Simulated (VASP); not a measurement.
# Eu (Im-3m) in VASP: notebook, part 2 of 2

VASP 6.6.1.

## (3) Single point, PBE, collinear spin, ferromagnetic start

This run uses another cell than the first one, of 48.47 Å³/atom, 0.989 times its volume.

INCAR

```
PREC = Accurate
ENCUT = 520
EDIFF = 1E-6
ISMEAR = 0
SIGMA = 0.05
LREAL = False
LASPH = True
NELM = 150
ALGO = Normal
ISIF = 2
LWAVE = False
LCHARG = False
ISPIN = 2
MAGMOM = 7.79
LORBIT = 11
LMAXMIX = 6
GGA = PE
NBANDS = 18
```

KPOINTS

```
regular mesh
0
Gamma
  14 14 14
```

POSCAR

```
Eu
1.0
   -2.2968878725      2.2968878725      2.2968878725
    2.2968878725     -2.2968878725      2.2968878725
    2.2968878725      2.2968878725     -2.2968878725
Eu
1
Direct
    0.0000000000      0.0000000000      0.0000000000
```

Potentials or basis: VASP PAW PBE potentials, release 64 (Eu).

Run with:

```console
cat potpaw_PBE.64/Eu/POTCAR > POTCAR
mpirun -np 1 vasp_std > vasp.out
```

Run time: 5.3 min. Hardware: 1 thread of AMD EPYC 7R43 (Zen 3), shared host; peak memory 0.27 GiB.

The run converged. Its results:

```
Free energy                                           : -11.3987 eV
Pressure                                              : -1.7 GPa
Net moment                                            : 7.32 μB per cell
Site moments                                          : Eu +6.69 μB
Valence electrons inside the program's atomic spheres : Eu 14.72
```

Levels at points of the mesh, in eV from the Fermi level:
Spin up:
| k point | band 8 | band 9 | band 10 | band 11 | band 12 | band 13 | band 14 | band 15 | band 16 | band 17 |
| --- | --- | --- | --- | --- | --- | --- | --- | --- | --- | --- |
| (0.00, 0.00, 0.00) | -0.53 | -0.41 | -0.41 | -0.41 | -0.37 | 1.69 | 1.69 | 1.69 | 3.16 | 3.16 |
| (0.50, 0.00, 0.00) | -0.50 | -0.43 | -0.41 | -0.41 | -0.39 | 0.46 | 0.48 | 3.02 | 3.67 | 5.09 |
| (0.50, 0.50, 0.50) | -0.50 | -0.50 | -0.50 | -0.37 | -0.37 | -0.37 | 4.25 | 4.25 | 4.25 | 4.63 |
Spin down:
| k point | band 3 | band 4 | band 5 | band 6 | band 7 | band 8 |
| --- | --- | --- | --- | --- | --- | --- |
| (0.00, 0.00, 0.00) | -18.10 | -18.10 | -3.50 | 2.61 | 2.61 | 2.61 |
| (0.50, 0.00, 0.00) | -18.22 | -18.10 | -0.87 | 1.14 | 1.30 | 3.93 |
| (0.50, 0.50, 0.50) | -18.35 | -18.35 | -0.10 | -0.10 | 3.81 | 3.81 |

Caveat: spin-orbit coupling is left out, which moves the levels of the heavy elements. The state reached can hang on the start; a lower one may exist.

## (4) Single point, PBE, collinear spin, ferromagnetic start

This run uses another cell than the first one, of 43.62 Å³/atom, 0.891 times its volume.

INCAR

```
  ALGO = Normal
  EDIFF = 1E-6
  ENCUT = 520
  GGA = PE
  ISIF = 2
  ISMEAR = 0
  ISPIN = 2
  LASPH = T
  LCHARG = F
  LMAXMIX = 6
  LORBIT = 11
  LREAL = F
  LWAVE = F
  MAGMOM = 7.78
  NBANDS = 18
  NELM = 150
  PREC = Accurate
  SIGMA = 0.05
```

KPOINTS

```
k-points
0
Gamma
  14 14 14
```

POSCAR

```
Eu
1.0
   -2.2176208585      2.2176208585      2.2176208585
    2.2176208585     -2.2176208585      2.2176208585
    2.2176208585      2.2176208585     -2.2176208585
Eu
1
Direct
    0.0000000000      0.0000000000      0.0000000000
```

Run with:

```console
cat potpaw_PBE.64/Eu/POTCAR > POTCAR
mpirun -np 1 vasp_std > vasp.out
```

It used 660 s of CPU time on 1 thread of AMD EPYC 7R13 Processor (Zen 3), on a shared host.

The run converged. Its results:

| Quantity | Value |
| --- | --- |
| Free energy | -11.4349 eV |
| Pressure | -0.7 GPa |
| Net moment | 7.24 μB per cell |
| Site moments | Eu +6.67 μB |
| Valence electrons inside the program's atomic spheres | Eu 14.73 |

Levels at points of the mesh, in eV from the Fermi level:
Spin up:
```
           k point  band 10  band 11  band 12  band 13  band 14  band 15
(0.00, 0.00, 0.00)    -0.37    -0.37    -0.34     1.79     1.79     1.79
(0.50, 0.00, 0.00)    -0.38    -0.37    -0.36     0.45     0.75     3.33
(0.50, 0.50, 0.50)    -0.49    -0.33    -0.33    -0.33     4.84     4.84
```
Spin down:
| k point | band 1 | band 2 | band 3 | band 4 | band 5 | band 6 | band 7 | band 8 | band 9 | band 10 |
| --- | --- | --- | --- | --- | --- | --- | --- | --- | --- | --- |
| (0.00, 0.00, 0.00) | -38.55 | -17.94 | -17.94 | -17.94 | -3.62 | 2.75 | 2.75 | 2.75 | 3.98 | 3.98 |
| (0.50, 0.00, 0.00) | -38.51 | -18.44 | -18.10 | -17.94 | -0.95 | 1.29 | 1.42 | 3.90 | 4.22 | 4.28 |
| (0.50, 0.50, 0.50) | -38.49 | -18.29 | -18.29 | -18.29 | -0.29 | -0.29 | 3.92 | 3.92 | 3.92 | 4.15 |

Caveat: spin-orbit coupling is left out, which moves the levels of the heavy elements.

## (5) Single point, PBE, collinear spin, ferromagnetic start

This run uses another cell than the first one, of 43.62 Å³/atom, 0.891 times its volume.

INCAR is that of step 4.

KPOINTS is that of step 4.

POSCAR

```
Eu
1.0
   -2.2176208586      2.2176208586      2.2176208586
    2.2176208586     -2.2176208586      2.2176208586
    2.2176208586      2.2176208586     -2.2176208586
Eu
1
Direct
    0.0000000000      0.0000000000      0.0000000000
```

Potentials or basis: VASP PAW PBE potentials, release 64 (Eu).

Run with:

```console
cat potpaw_PBE.64/Eu/POTCAR > POTCAR
mpirun -np 1 vasp_std > vasp.out
```

OUTCAR:

```text
EDIFF = 1E-6
   ENCUT = 520
   GGA = PE
   ISIF = 2
   ISMEAR = 0
   ISPIN = 2
   LASPH = T
   LORBIT = 11
   LREAL = F
   NELM = 150
   PREC = Accurate

 ion  position               nearest neighbor table
   1  0.000  0.000  0.000-

  LATTYP: Found a body centered cubic cell.
 ALAT       =     4.4352417172

  Lattice vectors:

 A1 = (  -2.2176208586,   2.2176208586,   2.2176208586)
 A2 = (   2.2176208586,  -2.2176208586,   2.2176208586)
 A3 = (   2.2176208586,   2.2176208586,  -2.2176208586)

[... 1215 lines left out ...]
  -------------------------------------------------------------------------------------
  Total       -0.1842413     -0.1842413     -0.1842413      0.0000000      0.0000000      0.0000000
  in kB       -6.7666795     -6.7666795     -6.7666795      0.0000000      0.0000000      0.0000000
  external PRESSURE =      -6.7666795 kB  Pullay stress =       0.0000000 kB

 VOLUME and BASIS-vectors are now :
 -----------------------------------------------------------------------------
  energy-cutoff  :      520.00
  volume of cell :       43.62
      direct lattice vectors                 reciprocal lattice vectors
    -2.217620859  2.217620859  2.217620859     0.000000000  0.225466855  0.225466855
     2.217620859 -2.217620859  2.217620859     0.225466855  0.000000000  0.225466855
     2.217620859  2.217620859 -2.217620859     0.225466855  0.225466855  0.000000000

 POSITION                                       TOTAL-FORCE (eV/Angst)
 -----------------------------------------------------------------------------------
      0.00000      0.00000      0.00000        -0.000000     -0.000000      0.000000
 -----------------------------------------------------------------------------------
    total drift:                               -0.000000     -0.000000      0.000000

  FREE ENERGIE OF THE ION-ELECTRON SYSTEM (eV)
  ---------------------------------------------------
  free  energy   TOTEN  =       -11.4349314172 eV

  energy  without entropy=      -11.4334749922  energy(sigma->0) =      -11.43420320

 total charge

# of ion       s       p       d       f       tot
--------------------------------------------------
    1        2.084   5.713   0.275   6.656  14.727

 magnetization (x)

# of ion       s       p       d       f       tot
--------------------------------------------------
    1       -0.004  -0.098   0.116   6.653   6.667
```

OSZICAR:

```text
N       E                     dE             d eps       ncg     rms          rms(c)
DAV:   1     0.108751793935E+03    0.10875E+03   -0.65118E+03  9052   0.406E+03
DAV:   2     0.866769938623E+01   -0.10008E+03   -0.87994E+02  9472   0.273E+02
DAV:   3    -0.746212691446E+01   -0.16130E+02   -0.15860E+02 11288   0.103E+02
DAV:   4    -0.904175942855E+01   -0.15796E+01   -0.15716E+01 14660   0.252E+01
DAV:   5    -0.912294491078E+01   -0.81185E-01   -0.81033E-01 12964   0.644E+00    0.278E+01
DAV:   6    -0.121263546434E+02   -0.30034E+01   -0.31558E+00 10264   0.164E+01    0.202E+01
DAV:   7    -0.114604355872E+02    0.66592E+00   -0.10661E+00 12626   0.180E+01    0.108E+01
DAV:   8    -0.114544959137E+02    0.59397E-02   -0.64417E-01 11198   0.174E+01    0.574E+00
DAV:   9    -0.114425321086E+02    0.11964E-01   -0.10216E-01 12446   0.690E+00    0.225E+00
DAV:  10    -0.114324041043E+02    0.10128E-01   -0.21855E-02 12666   0.241E+00    0.144E+00
DAV:  11    -0.114340204565E+02   -0.16164E-02   -0.33336E-03 13126   0.324E-01    0.100E+00
DAV:  12    -0.114344938321E+02   -0.47338E-03   -0.19910E-03 12306   0.636E-01    0.526E-01
DAV:  13    -0.114348192158E+02   -0.32538E-03   -0.21250E-03 11934   0.412E-01    0.268E-01
DAV:  14    -0.114348918628E+02   -0.72647E-04   -0.42116E-04 13264   0.369E-01    0.890E-02
DAV:  15    -0.114349318617E+02   -0.39999E-04   -0.60070E-05 13156   0.129E-01    0.689E-02
DAV:  16    -0.114349291236E+02    0.27381E-05   -0.26968E-05 11852   0.627E-02    0.204E-02
DAV:  17    -0.114349308429E+02   -0.17193E-05   -0.35115E-06 10732   0.229E-02    0.116E-02
DAV:  18    -0.114349314172E+02   -0.57432E-06   -0.93091E-07  8262   0.674E-03
   1 F= -.11434931E+02 E0= -.11434203E+02  d E =-.145643E-02  mag=     7.2446
```

Wall time 5.1 min (1 thread of Oxide Virtual Turin-like, shared host); peak memory 0.26 GiB.

Results:

- Free energy: -11.4349 eV
- Pressure: -0.7 GPa
- Net moment: 7.24 μB per cell
- Site moments: Eu +6.67 μB
- Valence electrons inside the program's atomic spheres: Eu 14.73

Caveat: spin-orbit coupling is left out, which moves the levels of the heavy elements.

## (6) Summary

| cell | gap on the mesh (eV) | pressure (GPa) | moment (μB) |
| --- | --- | --- | --- |
| a = 3.992 Å, angles 109.5°, 1 atom | none | -1.8 | 7.33 |
| a = 3.978 Å, angles 109.5°, 1 atom | none | -1.7 | 7.32 |
| a = 3.841 Å, angles 109.5°, 1 atom | none | -0.7 | 7.24 |

Alike in all rows: task single point; level PBE; potentials or basis VASP PAW PBE potentials, release 64 (Eu); spin collinear, ferromagnetic start; k mesh 14 × 14 × 14; cutoff (eV) 520; smearing gaussian 0.05 eV.

Caveats: spin-orbit coupling is left out, which moves the levels of the heavy elements.

Absolute energies hang on the potentials; compare differences alone.
